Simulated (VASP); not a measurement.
Here is a VASP 6.6.1 calculation.

The input INCAR:

```
SYSTEM = Cl
  ALGO = Normal
  EDIFF = 1E-6
  ENCUT = 520
  GGA = PE
  ISIF = 2
  ISMEAR = -1
  LASPH = .TRUE.
  LCHARG = .TRUE.
  LELF = .TRUE.
  LREAL = Auto
  LVHAR = .TRUE.
  LWAVE = .FALSE.
  NBANDS = 70
  NELM = 80
  PREC = Accurate
  SIGMA = 0.05
```

Contents of KPOINTS:

```
k-points
0
G
  1 1 1
  0 0 0
```

POSCAR

```
Cl
1.0
    8.1432530000      0.0000000000      0.0000000000
    0.0000000000      8.1432530000      0.0000000000
    0.0000000000      0.0000000000      8.1432530000
Cl
16
Direct
    0.7236297337      0.2438583205      0.6026461415
    0.7650505271      0.0017437749      0.6015040918
    1.0054581382      0.6479106077      0.6419670370
    0.7464216082      0.6266537464      0.6250573327
    0.9391332923      0.1481226237      0.1938168936
    0.7562334119      0.1419702912      0.0168974242
    0.3653945174      0.7529423438      0.6415003930
    0.4477940204      0.6990449640      0.3914037793
    0.1794000506      0.7869459539      1.0248115833
    0.4371962900      0.8112114409      1.0461175651
    0.2846405484      0.2438583205     -0.0969268669
    0.3805358866      0.3771342976      0.0795750789
    0.1633990741      0.2705675484      0.3907897741
    0.3867004992      0.1885732888      0.5019615625
   -0.2092038648      0.5399439266      0.1631780322
   -0.2197647549      0.7788165246      0.0683019427
```

Potentials or basis: VASP PAW PBE potentials, release 64 (Cl).

The run is started by

```console
$ cat potpaw_PBE.64/Cl/POTCAR > POTCAR
$ mpirun -np 1 vasp_gam > vasp.out
```

Problem. Estimate the largest force.

Solution. 1.693 eV/Å.

Problem. Predict the pressure.

Solution. -1.0 GPa.

Forces on the atoms (eV/Å):
```
Cl   0.219  0.777  0.006
Cl   0.006 -0.851  0.059
Cl  -0.781 -0.075 -0.156
Cl   1.095  0.290  0.179
Cl  -0.197 -0.022 -0.224
Cl   0.252 -0.078  0.407
Cl   0.734 -0.788 -1.147
Cl  -1.029  0.696  1.150
Cl   0.244  0.187  0.368
Cl  -0.499 -0.484 -0.326
Cl  -0.182 -0.326 -0.416
Cl   0.344  0.352  0.203
Cl   0.833 -0.613  0.975
Cl  -1.257  0.773 -0.758
Cl  -0.085  0.830 -0.628
Cl   0.304 -0.668  0.308
```

Caveat: the k points lie up to 0.77 Å⁻¹ apart; the atoms stand as in a frame of molecular dynamics.
